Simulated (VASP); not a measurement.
# NaI (I4/mmm) in VASP: notebook

Runs on NaI. Level: PBEsol. Tasks: single point.

Everything below comes from runs of VASP 6.6.1. Logs are shortened: lines on timing, memory, paths and dates and some standing lists are left out, and cuts for length are marked.

## (1) The cell of the first run

Symmetry: I4/mmm, No. 139, tetragonal system. The conventional cell has a = 4.508 Å, b = 4.508 Å, c = 6.570 Å, α = 90.00°, β = 90.00°, γ = 90.00°. Within 4.2 Å of Na (site symmetry 4/mmm) lie 6 I at 3.19 to 3.28 Å. I (site symmetry 4/mmm) has 6 Na at 3.19 to 3.28 Å within 4.2 Å.

## (2) Single point, PBEsol (strain -0.015 along x and y, +0.015 along z)

The input, INCAR:

```
PREC     = Accurate       # precision mode
ENCUT    = 520            # plane-wave cutoff, eV
EDIFF    = 1E-7           # SCF threshold, eV
ISMEAR   = 0              # smearing method
SIGMA    = 0.05           # smearing width, eV
LREAL    = F              # projectors in reciprocal space
LASPH    = T              # aspherical terms in the spheres
NELM     = 60             # most SCF steps
ALGO     = Normal         # electronic algorithm
ISIF     = 2              # what is computed and relaxed
LWAVE    = F              # write WAVECAR
LCHARG   = F              # write CHGCAR
GGA      = PS             # functional
NBANDS   = 14             # bands
```

The input, KPOINTS:

```
Automatic mesh
0
Gamma
  6 6 6
```

The input, POSCAR:

```
NaI
1.0
    0.0000000000      3.1878540000      3.2849460000
    3.1878540000      0.0000000000      3.2849460000
    3.1878540000      3.1878540000      0.0000000000
Na I
1 1
Direct
    0.0000000000      0.0000000000      0.0000000000
    0.5000000000      0.5000000000      0.5000000000
```

Potentials or basis: VASP PAW PBE potentials, release 64 (Na_pv, I).

The run is started by

```console
> cat potpaw_PBE.64/Na_pv/POTCAR potpaw_PBE.64/I/POTCAR > POTCAR
> mpirun -np 1 vasp_std > vasp.out
```

OUTCAR:

```text
PREC = Accurate
   ENCUT = 520
   EDIFF = 1E-7
   ISMEAR = 0
   LREAL = F
   LASPH = T
   NELM = 60
   ISIF = 2
   GGA = PS

 ion  position               nearest neighbor table
   1  0.000  0.000  0.000-
   2  0.500  0.500  0.500-

  LATTYP: Found a body centered tetragonal cell.
 ALAT       =     4.5083063617
 C/A-ratio  =     1.4572860567

  Lattice vectors:

 A1 = (  -3.1878540000,   0.0000000000,   3.2849460000)
 A2 = (   3.1878540000,   0.0000000000,   3.2849460000)
 A3 = (   0.0000000000,   3.1878540000,  -3.2849460000)

Analysis of symmetry for initial positions (statically):
=====================================================================
 Subroutine PRICEL returns:
 Original cell was already a primitive cell.

 Routine SETGRP: Setting up the symmetry group for a
 body centered tetragonal supercell.

 Subroutine GETGRP returns: Found 16 space group operations
 (whereof 16 operations were pure point group operations)
 out of a pool of 16 trial point group operations.

The static configuration has the point symmetry D_4h.

Analysis of symmetry for dynamics (positions and initial velocities):
=====================================================================
 Subroutine PRICEL returns:
 Original cell was already a primitive cell.

 Routine SETGRP: Setting up the symmetry group for a
 body centered tetragonal supercell.

 Subroutine GETGRP returns: Found 16 space group operations
 (whereof 16 operations were pure point group operations)
 out of a pool of 16 trial point group operations.

The dynamic configuration has the point symmetry D_4h.

 Subroutine INISYM returns: Found 16 space group operations
 (whereof 16 operations are pure point group operations),
 and found     1 'primitive' translations

----------------------------------------------------------------------------------------

                                     Primitive cell

  volume of cell :      66.7660

  direct lattice vectors                    reciprocal lattice vectors
     0.000000000  3.187854000  3.284946000    -0.156845326  0.156845326  0.152209504
     3.187854000  0.000000000  3.284946000     0.156845326 -0.156845326  0.152209504
     3.187854000  3.187854000  0.000000000     0.156845326  0.156845326 -0.152209504

  length of vectors
     4.577475652  4.577475652  4.508306362     0.269014211  0.269014211  0.269014211

  position of ions in fractional coordinates (direct lattice)
     0.000000000  0.000000000  0.000000000
     0.500000000  0.500000000  0.500000000

  ion indices of the primitive-cell ions
   primitive index   ion index
                 1           1
                 2           2

----------------------------------------------------------------------------------------

 KPOINTS: Automatic mesh

Automatic generation of k-mesh.
 Grid dimensions read from file:
 generate k-points for:    6    6    6

 Generating k-lattice:

  Cartesian coordinates                     Fractional coordinates (reciprocal lattice)
    -0.026140888  0.026140888  0.025368251     0.166666667  0.000000000  0.000000000
     0.026140888 -0.026140888  0.025368251     0.000000000  0.166666667  0.000000000
     0.026140888  0.026140888 -0.025368251     0.000000000  0.000000000  0.166666667

  Length of vectors
     0.044835702  0.044835702  0.044835702

  Shift w.r.t. Gamma in fractional coordinates (k-lattice)
     0.000000000  0.000000000  0.000000000

 Subroutine IBZKPT returns following result:
 ===========================================

 Found     30 irreducible k-points:

 Following reciprocal coordinates:
            Coordinates               Weight
  0.000000  0.000000  0.000000      1.000000
  0.166667  0.000000  0.000000      8.000000
  0.333333 -0.000000  0.000000      8.000000
  0.500000  0.000000  0.000000      4.000000
  0.166667  0.166667  0.000000      2.000000
  0.333333  0.166667  0.000000      8.000000
[... 16 lines left out ...]
  0.333333  0.000000  0.333333      4.000000
  0.500000  0.000000  0.333333     16.000000
 [... further k-points ...]
   k-points           NKPTS =     30   k-points in BZ     NKDIM =     30   number of bands    NBANDS=     14
   number of dos      NEDOS =    301   number of ions     NIONS =      2
   total plane-waves  NPLWV =  46656
   dimension x,y,z NGX =    36 NGY =   36 NGZ =   36
   dimension x,y,z NGXF=    72 NGYF=   72 NGZF=   72
   ions per type =               1   1
   NGX,Y,Z   is equivalent  to a cutoff of  13.07, 13.07, 13.28 a.u.
   NGXF,Y,Z  is equivalent  to a cutoff of  26.15, 26.15, 26.55 a.u.
 SYSTEM =  unknown system
   PREC   = accura    normal or accurate (medium, high low for compatibility)
   ISTART =      0    job   : 0-new  1-cont  2-samecut
   ICHARG =      2    charge: 1-file 2-atom 10-const
   ISPIN  =      1    spin polarized calculation?
   LNONCOLLINEAR =      F non collinear calculations
   LSORBIT =      F    spin-orbit coupling
   LASPH  =      T    aspherical Exc in radial PAW
   ENCUT  =  520.0 eV  38.22 Ry    6.18 a.u.   8.51  8.51  8.38*2*pi/ulx,y,z
   NELM   =     60;   NELMIN=  2; NELMDL= -5     # of ELM steps
   EDIFF  = 0.1E-06   stopping-criterion for ELM
   LREAL  =      F    real-space projection
   EDIFFG = 0.1E-05   stopping-criterion for IOM
   NSW    =      0    number of steps for IOM
   IBRION =     -1    ionic relax: 0-MD 1-quasi-New 2-CG
   NFREE  =      0    steps in history (QN), initial steepest desc. (CG)
   ISIF   =      2    stress and relaxation
   ISYM   =      2    0-nonsym 1-usesym 2-fastsym
   POTIM  = 0.5000    time-step for ionic-motion
   TEBEG  =    0.0;   TEEND  =   0.0 temperature during run
   PSTRESS=    0.0 pullay stress
   NELECT =      14.0000    total number of electrons
   NUPDOWN=      -1.0000    fix difference up-down
   EMIN   =  10.00;   EMAX   =-10.00  energy-range for DOS
   EFERMI =   0.00;   METHOD = LEGACY
   ISMEAR =     0;   SIGMA  =   0.05  broadening in eV -4-tet -1-fermi 0-gaus
   EFERMI_NEDOS =   21; number of points for ismear=-14 and -15
   IALGO  =     38    algorithm
   IMIX   =      4    mixing-type and parameters
     AMIX     =   0.40;   BMIX     =  1.00
     AMIX_MAG =   1.60;   BMIX_MAG =  1.00
  volume/ion in A,a.u.               =      33.38       225.28
  Fermi-wavevector in a.u.,A,eV,Ry     =   0.972596  1.837940 12.870336  0.945943
  Thomas-Fermi vector in A             =   2.102907
   LORBIT       =      0    0 simple, 1 ext, 2 COOP (PROOUT), +10 PAW based schemes
   GGA     = PS    functional components
   LHFCALC =     F    Hartree Fock is set to
   AEXX    =    0.0000 exact exchange contribution
   IVDW    =     0    specifies the selected vdW correction
   LEPSILON=     F    determine dielectric tensor
   LRPA    =     F    only Hartree local field effects (RPA)
 non-spin polarized calculation
 Gauss-broadening in eV      SIGMA  =   0.05
  energy-cutoff  :      520.00
  volume of cell :       66.77
 maximum number of plane-waves:      1849
 NGX is ok and might be reduce to    36
   NGX = 17   NGY = 17   NGZ = 17

 number of electron      13.9999996 magnetization

 Free energy of the ion-electron system (eV)
  ---------------------------------------------------
  ext. energy  EPLUGINS =         0.00000000
  ---------------------------------------------------
  free energy    TOTEN  =        -5.66583495 eV

  energy without entropy =       -5.66583495  energy(sigma->0) =       -5.66583495

 E-fermi :   1.1293     XC(G=0):  -7.9064

 val. band max:        0.8452772589   @ k =   0.0000   0.0000   0.0000
 cond. band min:       4.3709264775   @ k =   0.0000   0.0000   0.0000
 fundamental gap:      3.5256492186
 Fermi energy:         1.1293499546

 k-point     1 :       0.0000    0.0000    0.0000
  band No.  band energies     occupation
      1     -21.4038      2.00000
      2     -21.4020      2.00000
      3     -21.4020      2.00000
      4     -10.2735      2.00000
      5       0.8129      2.00000
      6       0.8129      2.00000
      7       0.8453      2.00000
      8       4.3709      0.00000
      9       8.5407      0.00000
     10       8.7405      0.00000
     11       8.7405      0.00000
     12      10.3891      0.00000
     13      10.7372      0.00000
     14      11.0768      0.00000

 k-point     2 :       0.1667    0.0000    0.0000
  band No.  band energies     occupation
      1     -21.4046      2.00000
      2     -21.4029      2.00000
      3     -21.4020      2.00000
      4     -10.1955      2.00000
      5       0.0516      2.00000
      6       0.7444      2.00000
      7       0.7453      2.00000
      8       5.2016      0.00000
      9       8.1690      0.00000
     10       8.7775      0.00000
     11       8.9651      0.00000
     12       9.9425      0.00000
     13      10.1349      0.00000
     14      11.5940      0.00000

 k-point     3 :       0.3333   -0.0000    0.0000
  band No.  band energies     occupation
      1     -21.4072      2.00000
      2     -21.4035      2.00000
      3     -21.4021      2.00000
      4     -10.0298      2.00000
      5      -1.0164      2.00000
      6       0.5784      2.00000
      7       0.6162      2.00000
      8       5.8051      0.00000
      9       8.3421      0.00000
     10       8.5931      0.00000
     11       8.8149      0.00000
     12      10.8972      0.00000
     13      11.0706      0.00000
     14      11.1091      0.00000
[... 324 lines left out ...]
 k-point    23 :       0.3333    0.0000    0.3333
  band No.  band energies     occupation
      1     -21.4056      2.00000
      2     -21.4051      2.00000
      3     -21.4037      2.00000
      4      -9.9562      2.00000
      5      -0.8579      2.00000
      6       0.1447      2.00000
      7       0.2514      2.00000
      8       5.8573      0.00000
      9       6.5717      0.00000
     10       9.0411      0.00000
     11      10.5995      0.00000
     12      10.8840      0.00000
     13      11.6976      0.00000
     14      14.8711      0.00000

 k-point    24 :       0.5000    0.0000    0.3333
  band No.  band energies     occupation
      1     -21.4065      2.00000
      2     -21.4053      2.00000
      3     -21.4040      2.00000
      4      -9.8742      2.00000
      5      -1.0350      2.00000
      6      -0.1993      2.00000
      7       0.1408      2.00000
      8       5.8015      0.00000
      9       6.8381      0.00000
     10       9.3597      0.00000
     11      10.3175      0.00000
     12      11.6135      0.00000
     13      13.3017      0.00000
     14      13.9084      0.00000

 [... further k-points ...]

------------------------ aborting loop because EDIFF is reached ----------------------------------------

  FORCE on cell =-STRESS in cart. coord.  units (eV):
  Direction    XX          YY          ZZ          XY          YZ          ZX
  --------------------------------------------------------------------------------------
  -------------------------------------------------------------------------------------
  Total        0.0174597      0.0174597     -0.2929701      0.0000000     -0.0000000      0.0000000
  in kB        0.4189797      0.4189797     -7.0303811      0.0000000     -0.0000000      0.0000000
  external PRESSURE =      -2.0641406 kB  Pullay stress =       0.0000000 kB

 VOLUME and BASIS-vectors are now :
 -----------------------------------------------------------------------------
  energy-cutoff  :      520.00
  volume of cell :       66.77
      direct lattice vectors                 reciprocal lattice vectors
     0.000000000  3.187854000  3.284946000    -0.156845326  0.156845326  0.152209504
     3.187854000  0.000000000  3.284946000     0.156845326 -0.156845326  0.152209504
     3.187854000  3.187854000  0.000000000     0.156845326  0.156845326 -0.152209504

 POSITION                                       TOTAL-FORCE (eV/Angst)
 -----------------------------------------------------------------------------------
      0.00000      0.00000      0.00000        -0.000000      0.000000     -0.000000
      3.18785      3.18785      3.28495         0.000000     -0.000000      0.000000
 -----------------------------------------------------------------------------------
    total drift:                                0.000000      0.000000      0.000000

  FREE ENERGIE OF THE ION-ELECTRON SYSTEM (eV)
  ---------------------------------------------------
  free  energy   TOTEN  =        -5.6658349537 eV

  energy  without entropy=       -5.6658349537  energy(sigma->0) =       -5.66583495
```

Wall time 32 s (1 thread of Intel Xeon 8259CL, shared host); peak memory 0.21 GiB.

What came out:

* Free energy: -5.6658 eV
* Pressure: -0.2 GPa
* Band gap on the k mesh: 3.53 eV

Levels at points of the mesh, in eV from the valence-band top:
| k point | band 5 | band 6 | band 7 | band 8 | band 9 | band 10 |
| --- | --- | --- | --- | --- | --- | --- |
| (0.00, 0.00, 0.00) | -0.03 | -0.03 | 0.00 | 3.53 | 7.70 | 7.90 |
| (0.50, 0.00, 0.00) | -2.29 | -0.34 | -0.29 | 4.93 | 7.26 | 7.49 |
| (0.50, 0.50, 0.00) | -2.02 | -0.75 | -0.75 | 4.46 | 5.42 | 9.65 |
| (0.50, 0.00, 0.50) | -2.01 | -0.88 | -0.76 | 4.42 | 5.35 | 9.86 |

Caveat: the cell differs from its parent crystal (strain -0.015 along x and y, +0.015 along z); the PAW data sets were made with another functional, which shifts forces and pressure a little; spin-orbit coupling is left out, which moves the levels of the heavy elements.

## (3) Single point, PBEsol (strain -0.015 along x and y, +0.030 along z)

The input, INCAR:

```
PREC = Accurate ; ENCUT = 520
EDIFF = 1E-6 ; ISMEAR = 0
SIGMA = 0.05 ; LREAL = False
LASPH = True ; NELM = 60
ALGO = Normal ; ISIF = 2
LWAVE = False ; LCHARG = False
GGA = PS ; NBANDS = 14
```

The input, KPOINTS:

```
regular mesh
0
Gamma
  6 6 6
```

The input, POSCAR:

```
NaI
1.0
    0.0000000000      3.1878540000      3.3334920000
    3.1878540000      0.0000000000      3.3334920000
    3.1878540000      3.1878540000      0.0000000000
Na I
1 1
Direct
    0.0000000000      0.0000000000      0.0000000000
    0.5000000000      0.5000000000      0.5000000000
```

Potentials or basis: VASP PAW PBE potentials, release 64 (Na_pv, I).

The run is started by

```console
> cat potpaw_PBE.64/Na_pv/POTCAR potpaw_PBE.64/I/POTCAR > POTCAR
> mpirun -np 1 vasp_std > vasp.out
```

Run time: 36 s. Hardware: 1 thread of Intel Xeon 8259CL, shared host; peak memory 0.21 GiB.

It converged, with:

```
Free energy            : -5.6604 eV
Pressure               : -0.4 GPa
Band gap on the k mesh : 3.48 eV
```

Stress tensor (GPa, compression positive):
```
-0.06  0.00  0.00
 0.00 -0.06  0.00
 0.00  0.00 -1.05
```

Levels at points of the mesh, in eV from the valence-band top:
| k point | band 4 | band 5 | band 6 | band 7 | band 8 | band 9 | band 10 | band 11 |
| --- | --- | --- | --- | --- | --- | --- | --- | --- |
| (0.00, 0.00, 0.00) | -11.09 | -0.05 | -0.05 | 0.00 | 3.48 | 7.63 | 7.93 | 7.93 |
| (0.50, 0.00, 0.00) | -10.77 | -2.25 | -0.36 | -0.28 | 4.91 | 7.19 | 7.52 | 8.68 |
| (0.50, 0.50, 0.00) | -10.73 | -1.97 | -0.71 | -0.71 | 4.46 | 5.47 | 9.47 | 11.30 |
| (0.50, 0.00, 0.50) | -10.68 | -1.97 | -0.91 | -0.73 | 4.40 | 5.36 | 9.79 | 10.76 |

Caveat: the cell differs from its parent crystal (strain -0.015 along x and y, +0.030 along z); the PAW data sets were made with another functional, which shifts forces and pressure a little; spin-orbit coupling is left out, which moves the levels of the heavy elements.

(Continued in part 2 of 2.)
